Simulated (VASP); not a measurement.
# MoS2 (P6_3/mmc) in VASP: single point with PBE+D3(BJ)

Aim: the single point of MoS2 with PBE+D3(BJ).

Program: VASP 6.6.1. These are calculated values, not measurements. Logs are shortened: lines on timing, memory, paths and dates and some standing lists are left out, and cuts for length are marked.

**The experiment to reproduce.**

From “Multiwavelength excitation Raman Scattering Analysis of bulk and 2 dimensional MoS2: Vibrational properties of atomically thin MoS2 layers”, 2015, arxiv:1506.03228, for a bulk crystal of MoS2 at 300 K: band gap 1.3 eV (indirect).

The results are compared with them further down.

## (1) The cell of the first run

It takes space group P6_3/mmc (No. 194, hexagonal). The conventional cell has a = 3.149 Å, b = 3.149 Å, c = 12.092 Å, α = 90.00°, β = 90.00°, γ = 120.00°. Mo (site symmetry -6m2) has 6 S at 2.40 Å and 6 Mo at 3.15 Å within 3.2 Å. Within 3.2 Å of S (site symmetry 3m) lie 3 Mo at 2.40 Å and 7 S at 3.13 to 3.15 Å.

## (2) Single point, PBE+D3(BJ)

Contents of INCAR:

```
ALGO = Normal ; EDIFF = 1E-6
ENCUT = 520 ; GGA = PE
ISIF = 2 ; ISMEAR = 0
IVDW = 12 ; LASPH = True
LCHARG = False ; LREAL = False
LWAVE = False ; NBANDS = 35
NELM = 100 ; PREC = Accurate
SIGMA = 0.05
```

Contents of KPOINTS:

```
k-points
0
Gamma
  12 12 4
```

Contents of POSCAR:

```
MoS2
1.0
    3.1493579417      0.0000000000      0.0000000000
   -1.5746789709      2.7274239831      0.0000000000
    0.0000000000      0.0000000000     12.0917670417
Mo S
2 4
Direct
    0.3333333333      0.6666666667      0.2500000000
    0.6666666667      0.3333333333      0.7500000000
    0.3333333333      0.6666666667      0.6204968003
    0.6666666667      0.3333333333      0.1204968003
    0.3333333333      0.6666666667      0.8795031997
    0.6666666667      0.3333333333      0.3795031997
```

Potentials or basis: VASP PAW PBE potentials, release 64 (Mo_sv, S).

Command:

```bash
> cat potpaw_PBE.64/Mo_sv/POTCAR potpaw_PBE.64/S/POTCAR > POTCAR
> mpirun -np 1 vasp_std > vasp.out
```

OUTCAR:

```text
EDIFF = 1E-6
   ENCUT = 520
   GGA = PE
   ISIF = 2
   ISMEAR = 0
   IVDW = 12
   LASPH = True
   LREAL = False
   NELM = 100
   PREC = Accurate
 IVDW          = 12

 ion  position               nearest neighbor table
   1  0.333  0.667  0.250-   4 2.40   6 2.40   4 2.40   6 2.40   4 2.40   6 2.40
   2  0.667  0.333  0.750-   3 2.40   5 2.40   3 2.40   5 2.40   3 2.40   5 2.40
   3  0.333  0.667  0.620-   2 2.40   2 2.40   2 2.40
   4  0.667  0.333  0.120-   1 2.40   1 2.40   1 2.40
   5  0.333  0.667  0.880-   2 2.40   2 2.40   2 2.40
   6  0.667  0.333  0.380-   1 2.40   1 2.40   1 2.40

  LATTYP: Found a hexagonal cell.
 ALAT       =     3.1493579417
 C/A-ratio  =     3.8394387890

  Lattice vectors:

 A1 = (   3.1493579417,   0.0000000000,   0.0000000000)
 A2 = (  -1.5746789709,   2.7274239831,   0.0000000000)
 A3 = (   0.0000000000,   0.0000000000,  12.0917670417)

Analysis of symmetry for initial positions (statically):
=====================================================================
 Subroutine PRICEL returns:
 Original cell was already a primitive cell.

 Routine SETGRP: Setting up the symmetry group for a
 hexagonal supercell.

 Subroutine GETGRP returns: Found 24 space group operations
 (whereof 12 operations were pure point group operations)
 out of a pool of 24 trial point group operations.

The static configuration has the point symmetry D_3d.
 The point group associated with its full space group is D_6h.

Analysis of symmetry for dynamics (positions and initial velocities):
=====================================================================
 Subroutine PRICEL returns:
 Original cell was already a primitive cell.

 Routine SETGRP: Setting up the symmetry group for a
 hexagonal supercell.

 Subroutine GETGRP returns: Found 24 space group operations
 (whereof 12 operations were pure point group operations)
 out of a pool of 24 trial point group operations.

The dynamic configuration has the point symmetry D_3d.
 The point group associated with its full space group is D_6h.

 Subroutine INISYM returns: Found 24 space group operations
 (whereof 12 operations are pure point group operations),
 and found     1 'primitive' translations

----------------------------------------------------------------------------------------

                                     Primitive cell

  volume of cell :     103.8639

  direct lattice vectors                    reciprocal lattice vectors
     3.149357942  0.000000000  0.000000000     0.317525038  0.183323166  0.000000000
    -1.574678971  2.727423983  0.000000000     0.000000000  0.366646332  0.000000000
     0.000000000  0.000000000 12.091767042     0.000000000  0.000000000  0.082700899

  length of vectors
     3.149357942  3.149357942 12.091767042     0.366646332  0.366646332  0.082700899

  position of ions in fractional coordinates (direct lattice)
     0.333333333  0.666666667  0.250000000
     0.666666667  0.333333333  0.750000000
     0.333333333  0.666666667  0.620496800
     0.666666667  0.333333333  0.120496800
     0.333333333  0.666666667  0.879503200
     0.666666667  0.333333333  0.379503200

  ion indices of the primitive-cell ions
   primitive index   ion index
                 1           1
                 2           2
                 3           3
                 4           4
                 5           5
                 6           6

----------------------------------------------------------------------------------------

 KPOINTS: k-points

Automatic generation of k-mesh.
 Grid dimensions read from file:
 generate k-points for:   12   12    4

 Generating k-lattice:

  Cartesian coordinates                     Fractional coordinates (reciprocal lattice)
     0.026460420  0.015276931  0.000000000     0.083333333  0.000000000  0.000000000
     0.000000000  0.030553861  0.000000000     0.000000000  0.083333333  0.000000000
     0.000000000  0.000000000  0.020675225     0.000000000  0.000000000  0.250000000

  Length of vectors
     0.030553861  0.030553861  0.020675225

  Shift w.r.t. Gamma in fractional coordinates (k-lattice)
     0.000000000  0.000000000  0.000000000

 Subroutine IBZKPT returns following result:
 ===========================================

 Found     57 irreducible k-points:

 Following reciprocal coordinates:
            Coordinates               Weight
  0.000000  0.000000  0.000000      1.000000
  0.083333 -0.000000  0.000000      6.000000
  0.166667 -0.000000  0.000000      6.000000
  0.250000  0.000000  0.000000      6.000000
  0.333333  0.000000  0.000000      6.000000
  0.416667 -0.000000  0.000000      6.000000
[... 16 lines left out ...]
  0.250000  0.000000  0.250000     12.000000
  0.333333  0.000000  0.250000     12.000000
 [... further k-points ...]
   k-points           NKPTS =     57   k-points in BZ     NKDIM =     57   number of bands    NBANDS=     35
   number of dos      NEDOS =    301   number of ions     NIONS =      6
   total plane-waves  NPLWV =  51840
   dimension x,y,z NGX =    24 NGY =   24 NGZ =   90
   dimension x,y,z NGXF=    48 NGYF=   48 NGZF=  180
   ions per type =               2   4
   NGX,Y,Z   is equivalent  to a cutoff of  12.67, 12.67, 12.37 a.u.
   NGXF,Y,Z  is equivalent  to a cutoff of  25.34, 25.34, 24.75 a.u.
 SYSTEM =  unknown system
   PREC   = accura    normal or accurate (medium, high low for compatibility)
   ISTART =      0    job   : 0-new  1-cont  2-samecut
   ICHARG =      2    charge: 1-file 2-atom 10-const
   ISPIN  =      1    spin polarized calculation?
   LNONCOLLINEAR =      F non collinear calculations
   LSORBIT =      F    spin-orbit coupling
   LASPH  =      T    aspherical Exc in radial PAW
   ENCUT  =  520.0 eV  38.22 Ry    6.18 a.u.   5.86  5.86 22.48*2*pi/ulx,y,z
   NELM   =    100;   NELMIN=  2; NELMDL= -5     # of ELM steps
   EDIFF  = 0.1E-05   stopping-criterion for ELM
   LREAL  =      F    real-space projection
   EDIFFG = 0.1E-04   stopping-criterion for IOM
   NSW    =      0    number of steps for IOM
   IBRION =     -1    ionic relax: 0-MD 1-quasi-New 2-CG
   NFREE  =      0    steps in history (QN), initial steepest desc. (CG)
   ISIF   =      2    stress and relaxation
   ISYM   =      2    0-nonsym 1-usesym 2-fastsym
   POTIM  = 0.5000    time-step for ionic-motion
   TEBEG  =    0.0;   TEEND  =   0.0 temperature during run
   PSTRESS=    0.0 pullay stress
   NELECT =      52.0000    total number of electrons
   NUPDOWN=      -1.0000    fix difference up-down
   EMIN   =  10.00;   EMAX   =-10.00  energy-range for DOS
   EFERMI =   0.00;   METHOD = LEGACY
   ISMEAR =     0;   SIGMA  =   0.05  broadening in eV -4-tet -1-fermi 0-gaus
   EFERMI_NEDOS =   21; number of points for ismear=-14 and -15
   IALGO  =     38    algorithm
   IMIX   =      4    mixing-type and parameters
     AMIX     =   0.40;   BMIX     =  1.00
     AMIX_MAG =   1.60;   BMIX_MAG =  1.00
  volume/ion in A,a.u.               =      17.31       116.82
  Fermi-wavevector in a.u.,A,eV,Ry     =   1.299933  2.456518 22.991493  1.689827
  Thomas-Fermi vector in A             =   2.431165
   LORBIT       =      0    0 simple, 1 ext, 2 COOP (PROOUT), +10 PAW based schemes
   GGA     = PE    functional components
   LHFCALC =     F    Hartree Fock is set to
   AEXX    =    0.0000 exact exchange contribution
   IVDW    =    12    specifies the selected vdW correction
   LEPSILON=     F    determine dielectric tensor
   LRPA    =     F    only Hartree local field effects (RPA)
 non-spin polarized calculation
 Gauss-broadening in eV      SIGMA  =   0.05
  energy-cutoff  :      520.00
  volume of cell :      103.86
 maximum number of plane-waves:      2820
 NGX is ok and might be reduce to    24
   NGX = 11   NGY = 11   NGZ = 45

 number of electron      52.0000003 magnetization

 Free energy of the ion-electron system (eV)
  ---------------------------------------------------
  ext. energy  EPLUGINS =         0.00000000
  ---------------------------------------------------
  free energy    TOTEN  =       -43.54575658 eV

  energy without entropy =      -43.54575658  energy(sigma->0) =      -43.54575658

 E-fermi :   8.2767     XC(G=0): -11.0138

 val. band max:        7.9438120903   @ k =   0.0000   0.0000   0.0000
 cond. band min:       8.7446636247   @ k =   0.1667   0.1667   0.0000
 fundamental gap:      0.8008515344
 Fermi energy:         8.2767366268

 k-point     1 :       0.0000    0.0000    0.0000
  band No.  band energies     occupation
      1     -53.5933      2.00000
      2     -53.5933      2.00000
      3     -27.7570      2.00000
      4     -27.7568      2.00000
      5     -27.5155      2.00000
      6     -27.5155      2.00000
[... 27 lines left out ...]
     34      10.3985      0.00000
     35      13.5835      0.00000

 k-point     2 :       0.0833   -0.0000    0.0000
  band No.  band energies     occupation
      1     -53.5904      2.00000
      2     -53.5904      2.00000
      3     -27.7514      2.00000
      4     -27.7512      2.00000
      5     -27.5440      2.00000
      6     -27.5440      2.00000
[... 27 lines left out ...]
     34      10.2927      0.00000
     35      14.0892      0.00000

 k-point     3 :       0.1667   -0.0000    0.0000
  band No.  band energies     occupation
      1     -53.5825      2.00000
      2     -53.5825      2.00000
      3     -27.7360      2.00000
      4     -27.7359      2.00000
      5     -27.6212      2.00000
      6     -27.6212      2.00000
[... 27 lines left out ...]
     34      10.7437      0.00000
     35      15.1001      0.00000
[... 723 lines left out ...]
 k-point    23 :       0.2500    0.0000    0.2500
  band No.  band energies     occupation
      1     -53.5717      2.00000
      2     -53.5717      2.00000
      3     -27.7251      2.00000
      4     -27.7251      2.00000
      5     -27.7150      2.00000
      6     -27.7150      2.00000
[... 27 lines left out ...]
     34      11.1910      0.00000
     35      15.3013      0.00000

 k-point    24 :       0.3333    0.0000    0.2500
  band No.  band energies     occupation
      1     -53.5609      2.00000
      2     -53.5609      2.00000
      3     -27.8275      2.00000
      4     -27.8275      2.00000
      5     -27.6939      2.00000
      6     -27.6939      2.00000
[... 27 lines left out ...]
     34      11.5328      0.00000
     35      14.5147      0.00000

 [... further k-points ...]

------------------------ aborting loop because EDIFF is reached ----------------------------------------

 Edisp (eV)   -2.62462

 E8    (eV) :    -1.0583

  FORCE on cell =-STRESS in cart. coord.  units (eV):
  Direction    XX          YY          ZZ          XY          YZ          ZX
  --------------------------------------------------------------------------------------
  -------------------------------------------------------------------------------------
  Total      -0.09080    -0.09080    -0.14011     0.00000     0.00000     0.00000
  in kB      -1.40071    -1.40071    -2.16137     0.00000     0.00000     0.00000
  external pressure =       -1.65 kB  Pullay stress =        0.00 kB

 VOLUME and BASIS-vectors are now :
 -----------------------------------------------------------------------------
  energy-cutoff  :      520.00
  volume of cell :      103.86
      direct lattice vectors                 reciprocal lattice vectors
     3.149357942  0.000000000  0.000000000     0.317525038  0.183323166  0.000000000
    -1.574678971  2.727423983  0.000000000     0.000000000  0.366646332  0.000000000
     0.000000000  0.000000000 12.091767042     0.000000000  0.000000000  0.082700899

 POSITION                                       TOTAL-FORCE (eV/Angst)
 -----------------------------------------------------------------------------------
     -0.00000      1.81828      3.02294        -0.000000      0.000000      0.000000
      1.57468      0.90914      9.06883         0.000000     -0.000000      0.000000
     -0.00000      1.81828      7.50290        -0.000000     -0.000000      0.014957
      1.57468      0.90914      1.45702         0.000000      0.000000      0.014957
     -0.00000      1.81828     10.63475        -0.000000     -0.000000     -0.014957
      1.57468      0.90914      4.58886         0.000000     -0.000000     -0.014957
 -----------------------------------------------------------------------------------
    total drift:                               -0.000000      0.000000     -0.000000

  FREE ENERGIE OF THE ION-ELECTRON SYSTEM (eV)
  ---------------------------------------------------
  free  energy   TOTEN  =       -46.1703779580 eV

  energy  without entropy=      -46.1703779580  energy(sigma->0) =      -46.17037796
```

Run time: 3.7 min. Hardware: 1 thread of Intel Xeon 8259CL, shared host; peak memory 0.33 GiB.

Results:

* Free energy: -46.1704 eV
* Pressure: -0.2 GPa
* Largest force: 0.015 eV/Å
* Band gap on the k mesh: 0.80 eV, indirect (least direct gap 1.70 eV)
* Dispersion energy per atom: -0.437 eV

Forces on the atoms (eV/Å):
```
Mo   0.000  0.000  0.000
Mo   0.000  0.000  0.000
S    0.000  0.000  0.015
S    0.000  0.000  0.015
S    0.000  0.000 -0.015
S    0.000  0.000 -0.015
```

Levels at points of the mesh, in eV from the valence-band top:
```csv
k point,band 23,band 24,band 25,band 26,band 27,band 28,band 29,band 30
"(0.00, 0.00, 0.00)",-2.15,-1.27,-1.11,0.00,2.09,2.09,2.13,2.13
"(0.50, 0.00, 0.00)",-1.78,-1.52,-1.49,-1.33,1.62,1.68,2.00,2.31
"(0.00, 0.00, 0.50)",-2.18,-2.18,-0.27,-0.27,2.10,2.10,2.10,2.10
"(0.50, 0.00, 0.50)",-1.65,-1.65,-1.40,-1.40,1.65,1.65,2.17,2.17
```

## (3) Against experiment

Step 2. Against the measured gap of MoS2, 1.3 eV (indirect; 300 K; “Multiwavelength excitation Raman Scattering Analysis of bulk and 2 dimensional MoS2: Vibrational properties of atomically thin MoS2 layers”, 2015, arxiv:1506.03228), the calculated 0.80 eV is off by -0.50 eV. Spin-orbit coupling on Mo is left out. The value is that of PBE+D3(BJ) on a finite k mesh, which can miss the band edges, without temperature or zero-point motion. Semilocal functionals fall short of measured gaps as a rule.
